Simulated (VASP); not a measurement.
# InRu2 (Fm-3m) in VASP: further runs

The runs below take InRu2 through single point, with PBE.

Program: VASP 6.6.1. These are calculated values, not measurements. Logs are shortened: lines on timing, memory, paths and dates and some standing lists are left out, and cuts for length are marked.

## 1. The cell of the first run

Symmetry: Fm-3m, No. 225, cubic system. Conventional cell: a = 5.744 Å, b = 5.744 Å, c = 5.744 Å, α = 90.00°, β = 90.00°, γ = 90.00°. Within 3.3 Å of In (site symmetry m-3m) lie 8 Ru at 2.49 Å. Within 3.3 Å of Ru (site symmetry -43m) lie 4 In at 2.49 Å and 6 Ru at 2.87 Å.

## 2. Single point, PBE

Contents of INCAR:

```
PREC     = Accurate       # precision mode
ENCUT    = 520            # plane-wave cutoff, eV
EDIFF    = 1E-6           # SCF threshold, eV
ISMEAR   = 0              # smearing method
SIGMA    = 0.1            # smearing width, eV
LREAL    = F              # projectors in reciprocal space
LASPH    = T              # aspherical terms in the spheres
NELM     = 60             # most SCF steps
ALGO     = Fast           # electronic algorithm
ISIF     = 2              # what is computed and relaxed
LWAVE    = F              # write WAVECAR
LCHARG   = F              # write CHGCAR
GGA      = PE             # functional
NBANDS   = 28             # bands
```

Contents of KPOINTS:

```
Automatic mesh
0
Gamma
  6 6 6
```

Contents of POSCAR:

```
InRu2
1.0
    0.0000000000      2.8718020800      2.8718020800
    2.8718020800      0.0000000000      2.8718020800
    2.8718020800      2.8718020800      0.0000000000
In Ru
1 2
Direct
    0.0000000000      0.0000000000      0.0000000000
    0.2500000000      0.2500000000      0.2500000000
    0.7500000000      0.7500000000      0.7500000000
```

Potentials or basis: VASP PAW PBE potentials, release 64 (In_d, Ru_pv).

On the command line:

```sh
cat potpaw_PBE.64/In_d/POTCAR potpaw_PBE.64/Ru_pv/POTCAR > POTCAR
mpirun -np 1 vasp_std > vasp.out
```

OUTCAR:

```text
PREC = Accurate
   ENCUT = 520
   EDIFF = 1E-6
   ISMEAR = 0
   LREAL = F
   LASPH = T
   NELM = 60
   ISIF = 2
   GGA = PE

 ion  position               nearest neighbor table
   1  0.000  0.000  0.000-   3 2.49   3 2.49   3 2.49   2 2.49   3 2.49   2 2.49   2 2.49   2 2.49

   2  0.250  0.250  0.250-   1 2.49   1 2.49   1 2.49   1 2.49   3 2.87   3 2.87   3 2.87   3 2.87
                             3 2.87   3 2.87
   3  0.750  0.750  0.750-   1 2.49   1 2.49   1 2.49   1 2.49   2 2.87   2 2.87   2 2.87   2 2.87
                             2 2.87   2 2.87

  LATTYP: Found a face centered cubic cell.
 ALAT       =     5.7436041600

  Lattice vectors:

 A1 = (   0.0000000000,   2.8718020800,   2.8718020800)
 A2 = (   2.8718020800,   0.0000000000,   2.8718020800)
 A3 = (   2.8718020800,   2.8718020800,   0.0000000000)

Analysis of symmetry for initial positions (statically):
=====================================================================
 Subroutine PRICEL returns:
 Original cell was already a primitive cell.

 Routine SETGRP: Setting up the symmetry group for a
 face centered cubic supercell.

 Subroutine GETGRP returns: Found 48 space group operations
 (whereof 48 operations were pure point group operations)
 out of a pool of 48 trial point group operations.

The static configuration has the point symmetry O_h .

Analysis of symmetry for dynamics (positions and initial velocities):
=====================================================================
 Subroutine PRICEL returns:
 Original cell was already a primitive cell.

 Routine SETGRP: Setting up the symmetry group for a
 face centered cubic supercell.

 Subroutine GETGRP returns: Found 48 space group operations
 (whereof 48 operations were pure point group operations)
 out of a pool of 48 trial point group operations.

The dynamic configuration has the point symmetry O_h .

 Subroutine INISYM returns: Found 48 space group operations
 (whereof 48 operations are pure point group operations),
 and found     1 'primitive' translations

----------------------------------------------------------------------------------------

                                     Primitive cell

  volume of cell :      47.3689

  direct lattice vectors                    reciprocal lattice vectors
     0.000000000  2.871802080  2.871802080    -0.174106706  0.174106706  0.174106706
     2.871802080  0.000000000  2.871802080     0.174106706 -0.174106706  0.174106706
     2.871802080  2.871802080  0.000000000     0.174106706  0.174106706 -0.174106706

  length of vectors
     4.061341450  4.061341450  4.061341450     0.301561660  0.301561660  0.301561660

  position of ions in fractional coordinates (direct lattice)
     0.000000000  0.000000000  0.000000000
     0.250000000  0.250000000  0.250000000
     0.750000000  0.750000000  0.750000000

  ion indices of the primitive-cell ions
   primitive index   ion index
                 1           1
                 2           2
                 3           3

----------------------------------------------------------------------------------------

 KPOINTS: Automatic mesh

Automatic generation of k-mesh.
 Grid dimensions read from file:
 generate k-points for:    6    6    6

 Generating k-lattice:

  Cartesian coordinates                     Fractional coordinates (reciprocal lattice)
    -0.029017784  0.029017784  0.029017784     0.166666667  0.000000000  0.000000000
     0.029017784 -0.029017784  0.029017784     0.000000000  0.166666667  0.000000000
     0.029017784  0.029017784 -0.029017784     0.000000000  0.000000000  0.166666667

  Length of vectors
     0.050260277  0.050260277  0.050260277

  Shift w.r.t. Gamma in fractional coordinates (k-lattice)
     0.000000000  0.000000000  0.000000000

 Subroutine IBZKPT returns following result:
 ===========================================

 Found     16 irreducible k-points:

 Following reciprocal coordinates:
            Coordinates               Weight
  0.000000  0.000000  0.000000      1.000000
  0.166667  0.000000  0.000000      8.000000
  0.333333  0.000000  0.000000      8.000000
  0.500000  0.000000  0.000000      4.000000
  0.166667  0.166667  0.000000      6.000000
  0.333333  0.166667  0.000000     24.000000
[... 8 lines left out ...]
 -0.333333  0.333333  0.166667     24.000000
 -0.333333  0.500000  0.166667     12.000000
   k-points           NKPTS =     16   k-points in BZ     NKDIM =     16   number of bands    NBANDS=     28
   number of dos      NEDOS =    301   number of ions     NIONS =      3
   total plane-waves  NPLWV =  27000
   dimension x,y,z NGX =    30 NGY =   30 NGZ =   30
   dimension x,y,z NGXF=    60 NGYF=   60 NGZF=   60
   ions per type =               1   2
   NGX,Y,Z   is equivalent  to a cutoff of  12.28, 12.28, 12.28 a.u.
   NGXF,Y,Z  is equivalent  to a cutoff of  24.56, 24.56, 24.56 a.u.
 SYSTEM =  unknown system
   PREC   = accura    normal or accurate (medium, high low for compatibility)
   ISTART =      0    job   : 0-new  1-cont  2-samecut
   ICHARG =      2    charge: 1-file 2-atom 10-const
   ISPIN  =      1    spin polarized calculation?
   LNONCOLLINEAR =      F non collinear calculations
   LSORBIT =      F    spin-orbit coupling
   LASPH  =      T    aspherical Exc in radial PAW
   ENCUT  =  520.0 eV  38.22 Ry    6.18 a.u.   7.55  7.55  7.55*2*pi/ulx,y,z
   NELM   =     60;   NELMIN=  2; NELMDL= -5     # of ELM steps
   EDIFF  = 0.1E-05   stopping-criterion for ELM
   LREAL  =      F    real-space projection
   EDIFFG = 0.1E-04   stopping-criterion for IOM
   NSW    =      0    number of steps for IOM
   IBRION =     -1    ionic relax: 0-MD 1-quasi-New 2-CG
   NFREE  =      0    steps in history (QN), initial steepest desc. (CG)
   ISIF   =      2    stress and relaxation
   ISYM   =      2    0-nonsym 1-usesym 2-fastsym
   POTIM  = 0.5000    time-step for ionic-motion
   TEBEG  =    0.0;   TEEND  =   0.0 temperature during run
   PSTRESS=    0.0 pullay stress
   NELECT =      41.0000    total number of electrons
   NUPDOWN=      -1.0000    fix difference up-down
   EMIN   =  10.00;   EMAX   =-10.00  energy-range for DOS
   EFERMI =   0.00;   METHOD = LEGACY
   ISMEAR =     0;   SIGMA  =   0.10  broadening in eV -4-tet -1-fermi 0-gaus
   EFERMI_NEDOS =   21; number of points for ismear=-14 and -15
   IALGO  =     68    algorithm
   IMIX   =      4    mixing-type and parameters
     AMIX     =   0.40;   BMIX     =  1.00
     AMIX_MAG =   1.60;   BMIX_MAG =  1.00
  volume/ion in A,a.u.               =      15.79       106.55
  Fermi-wavevector in a.u.,A,eV,Ry     =   1.560169  2.948292 33.118308  2.434127
  Thomas-Fermi vector in A             =   2.663420
   LORBIT       =      0    0 simple, 1 ext, 2 COOP (PROOUT), +10 PAW based schemes
   GGA     = PE    functional components
   LHFCALC =     F    Hartree Fock is set to
   AEXX    =    0.0000 exact exchange contribution
   IVDW    =     0    specifies the selected vdW correction
   LEPSILON=     F    determine dielectric tensor
   LRPA    =     F    only Hartree local field effects (RPA)
 non-spin polarized calculation
 RMM-DIIS sequential band-by-band and
 Gauss-broadening in eV      SIGMA  =   0.10
  energy-cutoff  :      520.00
  volume of cell :       47.37
 maximum number of plane-waves:      1303
   NGX = 15   NGY = 15   NGZ = 15

 number of electron      40.9999997 magnetization

 Free energy of the ion-electron system (eV)
  ---------------------------------------------------
  ext. energy  EPLUGINS =         0.00000000
  ---------------------------------------------------
  free energy    TOTEN  =       -16.65721674 eV

  energy without entropy =      -16.63439657  energy(sigma->0) =      -16.64580666

 E-fermi :  10.9662     XC(G=0): -12.8627

 val. band max:       10.9509005023   @ k =  -0.3333   0.3333   0.0000
 cond. band min:      11.0273068413   @ k =   0.1667   0.1667   0.0000
 fundamental gap:      0.0764063390
 Fermi energy:        10.9661810039

 k-point     1 :       0.0000    0.0000    0.0000
  band No.  band energies     occupation
      1     -31.2566      2.00000
      2     -31.2566      2.00000
      3     -31.2566      2.00000
      4     -31.0081      2.00000
      5     -31.0081      2.00000
      6     -31.0081      2.00000
[... 20 lines left out ...]
     27      20.5701      0.00000
     28      20.5701      0.00000

 k-point     2 :       0.1667    0.0000    0.0000
  band No.  band energies     occupation
      1     -31.2404      2.00000
      2     -31.2404      2.00000
      3     -31.2399      2.00000
      4     -31.0294      2.00000
      5     -31.0253      2.00000
      6     -31.0253      2.00000
[... 20 lines left out ...]
     27      20.8591      0.00000
     28      20.9735      0.00000

 k-point     3 :       0.3333    0.0000    0.0000
  band No.  band energies     occupation
      1     -31.1974      2.00000
      2     -31.1958      2.00000
      3     -31.1958      2.00000
      4     -31.0811      2.00000
      5     -31.0717      2.00000
      6     -31.0717      2.00000
[... 20 lines left out ...]
     27      20.9255      0.00000
     28      21.1254      0.00000

 k-point     4 :       0.5000    0.0000    0.0000
  band No.  band energies     occupation
      1     -31.1467      2.00000
      2     -31.1369      2.00000
      3     -31.1369      2.00000
      4     -31.1364      2.00000
      5     -31.1315      2.00000
      6     -31.1315      2.00000
[... 330 lines left out ...]
     27      21.5884      0.00000
     28      22.0222      0.00000

 k-point    15 :      -0.3333    0.3333    0.1667
  band No.  band energies     occupation
      1     -31.2849      2.00000
      2     -31.2767      2.00000
      3     -31.1363      2.00000
      4     -31.1346      2.00000
      5     -30.9960      2.00000
      6     -30.9910      2.00000
[... 20 lines left out ...]
     27      21.7358      0.00000
     28      23.9213      0.00000

 k-point    16 :      -0.3333    0.5000    0.1667
  band No.  band energies     occupation
      1     -31.3151      2.00000
      2     -31.2912      2.00000
      3     -31.2083      2.00000
      4     -31.0612      2.00000
      5     -30.9795      2.00000
      6     -30.9634      2.00000
[... 20 lines left out ...]
     27      21.3879      0.00000
     28      23.7892      0.00000

------------------------ aborting loop because EDIFF is reached ----------------------------------------

  FORCE on cell =-STRESS in cart. coord.  units (eV):
  Direction    XX          YY          ZZ          XY          YZ          ZX
  --------------------------------------------------------------------------------------
  -------------------------------------------------------------------------------------
  Total       11.9743989     11.9743989     11.9743989      0.0000000      0.0000000     -0.0000000
  in kB      405.0147062    405.0147062    405.0147062      0.0000000      0.0000000     -0.0000000
  external PRESSURE =     405.0147062 kB  Pullay stress =       0.0000000 kB

 VOLUME and BASIS-vectors are now :
 -----------------------------------------------------------------------------
  energy-cutoff  :      520.00
  volume of cell :       47.37
      direct lattice vectors                 reciprocal lattice vectors
     0.000000000  2.871802080  2.871802080    -0.174106706  0.174106706  0.174106706
     2.871802080  0.000000000  2.871802080     0.174106706 -0.174106706  0.174106706
     2.871802080  2.871802080  0.000000000     0.174106706  0.174106706 -0.174106706

 POSITION                                       TOTAL-FORCE (eV/Angst)
 -----------------------------------------------------------------------------------
      0.00000      0.00000      0.00000         0.000000      0.000000      0.000000
      1.43590      1.43590      1.43590        -0.000000      0.000000     -0.000000
      4.30770      4.30770      4.30770         0.000000     -0.000000      0.000000
 -----------------------------------------------------------------------------------
    total drift:                                0.000000     -0.000000      0.000000

  FREE ENERGIE OF THE ION-ELECTRON SYSTEM (eV)
  ---------------------------------------------------
  free  energy   TOTEN  =       -16.6572167417 eV

  energy  without entropy=      -16.6343965736  energy(sigma->0) =      -16.64580666
```

Wall time 15 s (1 thread of Intel Xeon 6975P-C (Granite Rapids), shared host); peak memory 0.17 GiB.

Results:

```yaml
Free_energy: -16.6572 eV
Pressure: 40.5 GPa
```

Caveat: spin-orbit coupling is left out, which moves the levels of the heavy elements.

## 3. Single point, PBE

This run uses another cell than the first one, of 19.00 Å³/atom, 1.203 times its volume.

Contents of INCAR:

```
SYSTEM = InRu2
PREC = Accurate ; ENCUT = 520
EDIFF = 1E-6 ; ISMEAR = 0
SIGMA = 0.1 ; LREAL = .FALSE.
LASPH = .TRUE. ; NELM = 100
ALGO = Fast ; ISIF = 2
LWAVE = .FALSE. ; LCHARG = .FALSE.
GGA = PE ; NBANDS = 28
```

Contents of KPOINTS:

```
Automatic mesh
0
G
  6 6 6
  0 0 0
```

Contents of POSCAR:

```
InRu2
1.0
    0.0000000000      3.0546704069      3.0546704069
    3.0546704069      0.0000000000      3.0546704069
    3.0546704069      3.0546704069      0.0000000000
In Ru
1 2
Direct
    0.0000000000      0.0000000000      0.0000000000
    0.2500000000      0.2500000000      0.2500000000
    0.7500000000      0.7500000000      0.7500000000
```

Potentials or basis: VASP PAW PBE potentials, release 64 (In_d, Ru_pv).

On the command line:

```sh
cat potpaw_PBE.64/In_d/POTCAR potpaw_PBE.64/Ru_pv/POTCAR > POTCAR
mpirun -np 1 vasp_std > vasp.out
```

It took 15 s on 1 thread of Intel Xeon 6975P-C (Granite Rapids), shared host; peak memory 0.18 GiB.

It converged, with:

```
Free energy : -17.6902 eV
Pressure    : 0.3 GPa
```

Levels at points of the mesh, in eV from the Fermi level:
```csv
k point,band 16,band 17,band 18,band 19,band 20,band 21,band 22,band 23,band 24,band 25
"(0.00, 0.00, 0.00)",-2.50,-2.50,0.47,0.47,0.47,1.41,1.41,6.19,6.94,6.94
"(0.50, 0.00, 0.00)",-1.24,-1.24,-0.88,-0.88,-0.74,-0.55,-0.55,0.19,6.43,6.43
"(0.50, 0.50, 0.00)",-1.43,-1.27,-1.27,-0.31,-0.31,0.39,1.32,1.32,1.34,2.44
```

Caveat: spin-orbit coupling is left out, which moves the levels of the heavy elements.
